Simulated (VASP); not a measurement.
# MnCu (R-3m) in VASP: notebook

The runs below take MnCu through single point, with PBE.

Program: VASP 6.6.1. These are calculated values, not measurements. Logs are shortened: lines on timing, memory, paths and dates and some standing lists are left out, and cuts for length are marked.

## Step 1: The cell of the first run

Symmetry: R-3m, No. 166, trigonal system. Conventional cell: a = 2.702 Å, b = 2.702 Å, c = 13.660 Å, α = 90.00°, β = 90.00°, γ = 120.00°. Mn (site symmetry -3m) has 6 Mn at 2.70 Å and 6 Cu at 2.76 Å within 3.6 Å. Within 3.6 Å of Cu (site symmetry -3m) lie 6 Cu at 2.70 Å and 6 Mn at 2.76 Å.

## Step 2: Single point, PBE

Input file INCAR:

```
PREC = Accurate ; ENCUT = 520
EDIFF = 1E-7 ; ISMEAR = 0
SIGMA = 0.1 ; LREAL = False
LASPH = True ; NELM = 60
ALGO = Fast ; ISIF = 2
LWAVE = False ; LCHARG = False
GGA = PE ; NBANDS = 19
```

Input file KPOINTS:

```
regular mesh
0
Gamma
  18 18 18
```

Input file POSCAR:

```
MnCu
1.0
   -1.9921716352     -1.9921716352     -3.9024797735
   -1.9921716352     -3.9024797735     -1.9921716352
   -3.9024797735     -1.9921716352     -1.9921716352
Mn Cu
1 1
Direct
    0.0000000000      0.0000000000      0.0000000000
    0.5000000000      0.5000000000      0.5000000000
```

Potentials or basis: VASP PAW PBE potentials, release 64 (Mn_pv, Cu).

Command:

```console
> cat potpaw_PBE.64/Mn_pv/POTCAR potpaw_PBE.64/Cu/POTCAR > POTCAR
> mpirun -np 1 vasp_std > vasp.out
```

OUTCAR:

```text
PREC = Accurate
   ENCUT = 520
   EDIFF = 1E-7
   ISMEAR = 0
   LREAL = False
   LASPH = True
   NELM = 60
   ISIF = 2
   GGA = PE

 ion  position               nearest neighbor table
   1  0.000  0.000  0.000-   2 2.76   2 2.76   2 2.76   2 2.76   2 2.76   2 2.76
   2  0.500  0.500  0.500-   1 2.76   1 2.76   1 2.76   1 2.76   1 2.76   1 2.76

  LATTYP: Found a trigonal (rhomboedric) cell.
 ALAT       =     4.8131947842
 COS(alpha) =     0.8424784499

  Lattice vectors:

 A1 = (  -1.9921716352,  -1.9921716352,  -3.9024797735)
 A2 = (  -1.9921716352,  -3.9024797735,  -1.9921716352)
 A3 = (  -3.9024797735,  -1.9921716352,  -1.9921716352)

Analysis of symmetry for initial positions (statically):
=====================================================================
 Subroutine PRICEL returns:
 Original cell was already a primitive cell.

 Routine SETGRP: Setting up the symmetry group for a
 trigonal (rhombohedral) supercell.

 Subroutine GETGRP returns: Found 12 space group operations
 (whereof 12 operations were pure point group operations)
 out of a pool of 12 trial point group operations.

The static configuration has the point symmetry D_3d.

Analysis of symmetry for dynamics (positions and initial velocities):
=====================================================================
 Subroutine PRICEL returns:
 Original cell was already a primitive cell.

 Routine SETGRP: Setting up the symmetry group for a
 trigonal (rhombohedral) supercell.

 Subroutine GETGRP returns: Found 12 space group operations
 (whereof 12 operations were pure point group operations)
 out of a pool of 12 trial point group operations.

The dynamic configuration has the point symmetry D_3d.

 Subroutine INISYM returns: Found 12 space group operations
 (whereof 12 operations are pure point group operations),
 and found     1 'primitive' translations

----------------------------------------------------------------------------------------

                                     Primitive cell

  volume of cell :      28.7812

  direct lattice vectors                    reciprocal lattice vectors
    -1.992171635 -1.992171635 -3.902479774     0.132227330  0.132227330 -0.391248427
    -1.992171635 -3.902479774 -1.992171635     0.132227330 -0.391248427  0.132227330
    -3.902479774 -1.992171635 -1.992171635    -0.391248427  0.132227330  0.132227330

  length of vectors
     4.813194784  4.813194784  4.813194784     0.433639788  0.433639788  0.433639788

  position of ions in fractional coordinates (direct lattice)
     0.000000000  0.000000000  0.000000000
     0.500000000  0.500000000  0.500000000

  ion indices of the primitive-cell ions
   primitive index   ion index
                 1           1
                 2           2

----------------------------------------------------------------------------------------

 KPOINTS: regular mesh

Automatic generation of k-mesh.
 Grid dimensions read from file:
 generate k-points for:   18   18   18

 Generating k-lattice:

  Cartesian coordinates                     Fractional coordinates (reciprocal lattice)
     0.007345963  0.007345963 -0.021736024     0.055555556  0.000000000  0.000000000
     0.007345963 -0.021736024  0.007345963     0.000000000  0.055555556  0.000000000
    -0.021736024  0.007345963  0.007345963     0.000000000  0.000000000  0.055555556

  Length of vectors
     0.024091099  0.024091099  0.024091099

  Shift w.r.t. Gamma in fractional coordinates (k-lattice)
     0.000000000  0.000000000  0.000000000

 Subroutine IBZKPT returns following result:
 ===========================================

 Found    580 irreducible k-points:

 Following reciprocal coordinates:
            Coordinates               Weight
  0.000000  0.000000  0.000000      1.000000
  0.055556 -0.000000 -0.000000      6.000000
  0.111111 -0.000000 -0.000000      6.000000
  0.166667  0.000000  0.000000      6.000000
  0.222222 -0.000000 -0.000000      6.000000
  0.277778 -0.000000 -0.000000      6.000000
[... 16 lines left out ...]
 -0.277778  0.055556  0.000000     12.000000
 -0.222222  0.055556  0.000000     12.000000
 [... further k-points ...]
   k-points           NKPTS =    580   k-points in BZ     NKDIM =    580   number of bands    NBANDS=     19
   number of dos      NEDOS =    301   number of ions     NIONS =      2
   total plane-waves  NPLWV =  46656
   dimension x,y,z NGX =    36 NGY =   36 NGZ =   36
   dimension x,y,z NGXF=    72 NGYF=   72 NGZF=   72
   ions per type =               1   1
   NGX,Y,Z   is equivalent  to a cutoff of  12.43, 12.43, 12.43 a.u.
   NGXF,Y,Z  is equivalent  to a cutoff of  24.87, 24.87, 24.87 a.u.
 SYSTEM =  unknown system
   PREC   = accura    normal or accurate (medium, high low for compatibility)
   ISTART =      0    job   : 0-new  1-cont  2-samecut
   ICHARG =      2    charge: 1-file 2-atom 10-const
   ISPIN  =      1    spin polarized calculation?
   LNONCOLLINEAR =      F non collinear calculations
   LSORBIT =      F    spin-orbit coupling
   LASPH  =      T    aspherical Exc in radial PAW
   ENCUT  =  520.0 eV  38.22 Ry    6.18 a.u.   8.95  8.95  8.95*2*pi/ulx,y,z
   NELM   =     60;   NELMIN=  2; NELMDL= -5     # of ELM steps
   EDIFF  = 0.1E-06   stopping-criterion for ELM
   LREAL  =      F    real-space projection
   EDIFFG = 0.1E-05   stopping-criterion for IOM
   NSW    =      0    number of steps for IOM
   IBRION =     -1    ionic relax: 0-MD 1-quasi-New 2-CG
   NFREE  =      0    steps in history (QN), initial steepest desc. (CG)
   ISIF   =      2    stress and relaxation
   ISYM   =      2    0-nonsym 1-usesym 2-fastsym
   POTIM  = 0.5000    time-step for ionic-motion
   TEBEG  =    0.0;   TEEND  =   0.0 temperature during run
   PSTRESS=    0.0 pullay stress
   NELECT =      24.0000    total number of electrons
   NUPDOWN=      -1.0000    fix difference up-down
   EMIN   =  10.00;   EMAX   =-10.00  energy-range for DOS
   EFERMI =   0.00;   METHOD = LEGACY
   ISMEAR =     0;   SIGMA  =   0.10  broadening in eV -4-tet -1-fermi 0-gaus
   EFERMI_NEDOS =   21; number of points for ismear=-14 and -15
   IALGO  =     68    algorithm
   IMIX   =      4    mixing-type and parameters
     AMIX     =   0.40;   BMIX     =  1.00
     AMIX_MAG =   1.60;   BMIX_MAG =  1.00
  volume/ion in A,a.u.               =      14.39        97.11
  Fermi-wavevector in a.u.,A,eV,Ry     =   1.540904  2.911886 32.305473  2.374385
  Thomas-Fermi vector in A             =   2.646925
   LORBIT       =      0    0 simple, 1 ext, 2 COOP (PROOUT), +10 PAW based schemes
   GGA     = PE    functional components
   LHFCALC =     F    Hartree Fock is set to
   AEXX    =    0.0000 exact exchange contribution
   IVDW    =     0    specifies the selected vdW correction
   LEPSILON=     F    determine dielectric tensor
   LRPA    =     F    only Hartree local field effects (RPA)
 non-spin polarized calculation
 RMM-DIIS sequential band-by-band and
 Gauss-broadening in eV      SIGMA  =   0.10
  energy-cutoff  :      520.00
  volume of cell :       28.78
 maximum number of plane-waves:       790
   NGX = 17   NGY = 17   NGZ = 17

 number of electron      24.0000004 magnetization

 Free energy of the ion-electron system (eV)
  ---------------------------------------------------
  ext. energy  EPLUGINS =         0.00000000
  ---------------------------------------------------
  free energy    TOTEN  =       -11.42806332 eV

  energy without entropy =      -11.41151852  energy(sigma->0) =      -11.41979092

 E-fermi :   6.1152     XC(G=0): -11.9922

 val. band max:        6.1145706490   @ k =  -0.1111   0.3333   0.0556
 cond. band min:       6.1194360517   @ k =  -0.3889   0.1111   0.0000
 fundamental gap:      0.0048654027
 Fermi energy:         6.1151900745

 k-point     1 :       0.0000    0.0000    0.0000
  band No.  band energies     occupation
      1     -41.8544      2.00000
      2     -41.5926      2.00000
      3     -41.5926      2.00000
      4      -1.4008      2.00000
      5       2.2451      2.00000
      6       3.6402      2.00000
[... 11 lines left out ...]
     18      26.1101      0.00000
     19      26.4412      0.00000

 k-point     2 :       0.0556   -0.0000   -0.0000
  band No.  band energies     occupation
      1     -41.8534      2.00000
      2     -41.5999      2.00000
      3     -41.5944      2.00000
      4      -1.3073      2.00000
      5       2.2971      2.00000
      6       3.6209      2.00000
[... 11 lines left out ...]
     18      25.6543      0.00000
     19      25.9951      0.00000

 k-point     3 :       0.1111   -0.0000   -0.0000
  band No.  band energies     occupation
      1     -41.8507      2.00000
      2     -41.6207      2.00000
      3     -41.5994      2.00000
      4      -1.0298      2.00000
      5       2.4434      2.00000
      6       3.5678      2.00000
[... 11 lines left out ...]
     18      24.8435      0.00000
     19      25.0342      0.00000

 k-point     4 :       0.1667    0.0000    0.0000
  band No.  band energies     occupation
      1     -41.8464      2.00000
      2     -41.6525      2.00000
      3     -41.6071      2.00000
      4      -0.5777      2.00000
      5       2.6530      2.00000
      6       3.4954      2.00000
[... 11 lines left out ...]
     18      23.3264      0.00000
     19      23.9756      0.00000

 k-point     5 :       0.2222   -0.0000   -0.0000
  band No.  band energies     occupation
      1     -41.8412      2.00000
      2     -41.6914      2.00000
      3     -41.6165      2.00000
      4       0.0296      2.00000
      5       2.8657      2.00000
      6       3.4086      2.00000
[... 11 lines left out ...]
     18      21.4531      0.00000
     19      23.0611      0.00000
[... 334 lines left out ...]
      2     -41.8125      2.00000
      3     -41.6506      2.00000
      4       2.3895      2.00000
      5       2.9949      2.00000
      6       3.1586      2.00000
[... 11 lines left out ...]
     18      15.6690      0.00000
     19      19.8784      0.00000

 k-point    22 :      -0.3333    0.0556    0.0000
  band No.  band energies     occupation
      1     -41.8278      2.00000
      2     -41.7871      2.00000
      3     -41.6438      2.00000
      4       1.8946      2.00000
      5       3.0083      2.00000
      6       3.0914      2.00000
[... 11 lines left out ...]
     18      16.7991      0.00000
     19      20.1892      0.00000

 k-point    23 :      -0.2778    0.0556    0.0000
  band No.  band energies     occupation
      1     -41.8325      2.00000
      2     -41.7528      2.00000
      3     -41.6347      2.00000
      4       1.1666      2.00000
      5       3.0198      2.00000
      6       3.1678      2.00000
[... 11 lines left out ...]
     18      18.4934      0.00000
     19      20.6763      0.00000

 k-point    24 :      -0.2222    0.0556    0.0000
  band No.  band energies     occupation
      1     -41.8379      2.00000
      2     -41.7137      2.00000
      3     -41.6243      2.00000
      4       0.4152      2.00000
      5       2.9720      2.00000
      6       3.3026      2.00000
[... 11 lines left out ...]
     18      20.3187      0.00000
     19      21.3285      0.00000

 [... further k-points ...]

------------------------ aborting loop because EDIFF is reached ----------------------------------------

  FORCE on cell =-STRESS in cart. coord.  units (eV):
  Direction    XX          YY          ZZ          XY          YZ          ZX
  --------------------------------------------------------------------------------------
  -------------------------------------------------------------------------------------
  Total       -4.8735884     -4.8735884     -4.8735884      0.5006127      0.5006127      0.5006127
  in kB     -271.3004325   -271.3004325   -271.3004325     27.8678515     27.8678515     27.8678515
  external PRESSURE =    -271.3004325 kB  Pullay stress =       0.0000000 kB

 VOLUME and BASIS-vectors are now :
 -----------------------------------------------------------------------------
  energy-cutoff  :      520.00
  volume of cell :       28.78
      direct lattice vectors                 reciprocal lattice vectors
    -1.992171635 -1.992171635 -3.902479774     0.132227330  0.132227330 -0.391248427
    -1.992171635 -3.902479774 -1.992171635     0.132227330 -0.391248427  0.132227330
    -3.902479774 -1.992171635 -1.992171635    -0.391248427  0.132227330  0.132227330

 POSITION                                       TOTAL-FORCE (eV/Angst)
 -----------------------------------------------------------------------------------
      0.00000      0.00000      0.00000         0.000000      0.000000     -0.000000
     -3.94341     -3.94341     -3.94341        -0.000000     -0.000000      0.000000
 -----------------------------------------------------------------------------------
    total drift:                               -0.000000      0.000000     -0.000000

  FREE ENERGIE OF THE ION-ELECTRON SYSTEM (eV)
  ---------------------------------------------------
  free  energy   TOTEN  =       -11.4280633181 eV

  energy  without entropy=      -11.4115185157  energy(sigma->0) =      -11.41979092
```

Wall time 22 min (1 thread of Intel Xeon 8259CL, shared host); peak memory 0.48 GiB.

What came out:

| Item | Value |
| --- | --- |
| Free energy | -11.4281 eV |
| Pressure | -27.1 GPa |
| Band gap on the k mesh | zero (bands 12 and 13 overlap by 0.86 eV) |

Caveat: the cell stands under tension; the run has no spin polarisation, though such a crystal can be magnetic. Spin polarisation is off, so any magnetic state and its effect on volume and gap are missing.

## Step 3: Single point, PBE, collinear spin, ferromagnetic start

This run uses another cell than the first one, of 12.00 Å³/atom.

Input file INCAR:

```
SYSTEM = MnCu
PREC     = Accurate       ! precision mode
ENCUT    = 520            ! plane-wave cutoff, eV
EDIFF    = 1E-6           ! SCF threshold, eV
ISMEAR   = 0              ! smearing method
SIGMA    = 0.1            ! smearing width, eV
LREAL    = .False.        ! projectors in reciprocal space
LASPH    = .True.         ! aspherical terms in the spheres
NELM     = 150            ! most SCF steps
ALGO     = Normal         ! electronic algorithm
ISIF     = 2              ! what is computed and relaxed
LWAVE    = .False.        ! write WAVECAR
LCHARG   = .False.        ! write CHGCAR
ISPIN    = 2              ! spin polarisation
MAGMOM   = 4 0            ! initial moments
LORBIT   = 11             ! projections on sites
LMAXMIX  = 4              ! l up to which the mixer works
GGA      = PE             ! functional
NBANDS   = 23             ! bands
```

Input file KPOINTS:

```
regular mesh
0
Gamma
  12 12 12
  0 0 0
```

Input file POSCAR:

```
MnCu
1.0
   -1.8172830945     -1.8172830945     -3.6345661890
   -1.8172830945     -3.6345661890     -1.8172830945
   -3.6345661890     -1.8172830945     -1.8172830945
Mn Cu
1 1
Direct
    0.0000000000      0.0000000000      0.0000000000
    0.5000000000      0.5000000000      0.5000000000
```

Potentials or basis: VASP PAW PBE potentials, release 64 (Mn_pv, Cu).

Command:

```console
> cat potpaw_PBE.64/Mn_pv/POTCAR potpaw_PBE.64/Cu/POTCAR > POTCAR
> mpirun -np 1 vasp_std > vasp.out
```

Wall time 13 min (1 thread of Intel Xeon 8259CL, shared host); peak memory 0.36 GiB.

Results (log left out):

```
Free energy                                           : -12.1635 eV
Pressure                                              : 2.8 GPa
Net moment                                            : 2.56 μB per cell
Site moments                                          : Mn +2.42; Cu +0.09 μB
Valence electrons inside the program's atomic spheres : Mn 11.73; Cu 10.05
```

Stress tensor (GPa, compression positive):
```
2.76 2.52 2.52
2.52 2.76 2.52
2.52 2.52 2.76
```

Levels at points of the mesh, in eV from the Fermi level:
Spin up:
```tsv
k point	band 10	band 11	band 12	band 13	band 14	band 15	band 16	band 17
(0.00, 0.00, 0.00)	-2.61	-1.28	-1.28	-0.55	-0.14	-0.14	5.46	19.84
(0.50, 0.00, 0.00)	-1.99	-1.80	-0.85	0.72	1.29	2.77	7.11	8.65
(0.50, 0.50, 0.00)	-1.23	-0.55	-0.34	-0.07	0.73	2.11	5.25	8.87
(0.50, 0.50, 0.50)	-2.40	-2.36	-1.49	-1.49	-0.37	-0.37	12.87	14.01
```
Spin down:
| k point | band 7 | band 8 | band 9 | band 10 | band 11 | band 12 | band 13 | band 14 | band 15 | band 16 |
| --- | --- | --- | --- | --- | --- | --- | --- | --- | --- | --- |
| (0.00, 0.00, 0.00) | -2.95 | -2.37 | -2.37 | -1.26 | -0.30 | 0.63 | 0.63 | 2.44 | 2.44 | 6.59 |
| (0.50, 0.00, 0.00) | -2.76 | -2.51 | -1.81 | -1.67 | -0.17 | 1.55 | 1.67 | 2.96 | 4.36 | 7.49 |
| (0.50, 0.50, 0.00) | -2.66 | -1.67 | -1.32 | -0.43 | -0.13 | 1.97 | 2.08 | 2.39 | 2.96 | 6.25 |
| (0.50, 0.50, 0.50) | -2.91 | -2.91 | -2.25 | -2.25 | -0.40 | 0.50 | 0.50 | 2.30 | 2.30 | 13.22 |
